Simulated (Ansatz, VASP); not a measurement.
**Two plane-wave programs on MoS2**

Contents of POSCAR:

```
MoS2
1.0
    1.6034666397      0.9257618961      6.1629699886
   -1.6034666397      0.9257618961      6.1629699886
    0.0000000000     -1.8515237922      6.1629699886
Mo S
1 2
Direct
   -0.0000156516     -0.0000156516     -0.0000156516
    0.4168798839      0.4168798839      0.4168798839
    0.2498024345      0.2498024345      0.2498024345
```

The input INCAR.step1:

```
SYSTEM = MoS2
PREC = Accurate
ENCUT = 520
ISMEAR = 0
SIGMA = 0.01
LREAL = .False.
LASPH = .True.
NELM = 60
NBANDS = 20
GGA = PE
ALGO = Normal
EDIFF = 1E-4
LWAVE = .True.
LCHARG = .False.
```

The input INCAR.step2:

```
SYSTEM = MoS2
PREC = Accurate
ENCUT = 520
EDIFF = 1E-6
ISMEAR = 0
SIGMA = 0.01
LREAL = .False.
LASPH = .True.
NELM = 60
ALGO = Normal
ISIF = 2
LWAVE = .False.
LCHARG = .False.
METAGGA = R2SCAN
LMIXTAU = .True.
NBANDS = 20
ISTART = 1
```

File KPOINTS:

```
Automatic mesh
0
Gamma
  10 10 10
  0 0 0
```

Input for Ansatz:

```yaml
crystal:
  lattice:
    - [1.6034666397, 0.9257618961, 6.1629699886]
    - [-1.6034666397, 0.9257618961, 6.1629699886]
    - [0.0, -1.8515237922, 6.1629699886]
  atoms:
    - { symbol: Mo, position: [-1.56516e-05, -1.56516e-05, -1.56516e-05] }
    - { symbol: S, position: [0.4168798839, 0.4168798839, 0.4168798839] }
    - { symbol: S, position: [0.2498024345, 0.2498024345, 0.2498024345] }
kpoints:
  mp_grid: { grid: [10, 10, 10] }
  band_path:
    path:
      - [0.0, 0.0, 0.0]
      - [-0.5, -0.5, -0.5]
      - [-0.5, -0.1812659202, -0.8187340798]
      - [-0.1812659202, 0.1812659202, -0.5]
      - [0.0, 0.0, -0.5]
      - [0.0, 0.3406329601, -0.3406329601]
      - [-0.3406329601, 0.0, -0.6593670399]
      - [-0.5, 0.0, -0.5]
      - [-0.1631393282, 0.1631393282, -0.5]
      - [0.125, 0.458333, -0.205729]
    npoints: 1
hamiltonian:
  xc: r2scan
scf:
  occupations: { method: fixed }
  n_extra_bands: 4
output:
  forces: true
  stress: true
  eigenvalues: true
```

Change from the starting cell: epitaxial_xy strain +1.0%.

Alike in both runs: task single point; functional r2SCAN; k mesh 10 × 10 × 10; no spin polarisation.

```csv
,VASP,Ansatz
version,VASP 6.6.1,Ansatz 0.2.0
potentials or method,"VASP PAW PBE potentials, release 64 (Mo_sv, S)","plane waves, PAW"
plane-wave cutoff (eV),520,500
occupations,"gaussian, width 0.01 eV",fixed
valence electrons in the cell,26,26
```

Ansatz gave:

- gap on the k mesh at the Fermi level (eV): 0.94
- pressure (GPa): -0.7
- traceless stress, the component that is largest in VASP (GPa): 1.74
- rms of the force components (eV/Å): 0.026

Q: Estimate VASP's values.

A: gap on the k mesh at the Fermi level (eV): 0.96; pressure (GPa): -0.7; traceless stress, the component that is largest in VASP (GPa): 1.69; rms of the force components (eV/Å): 0.024.

VASP's potentials were made for PBE, not for r2SCAN. Atom by atom the forces differ by 0.002 eV/Å (rms over components).
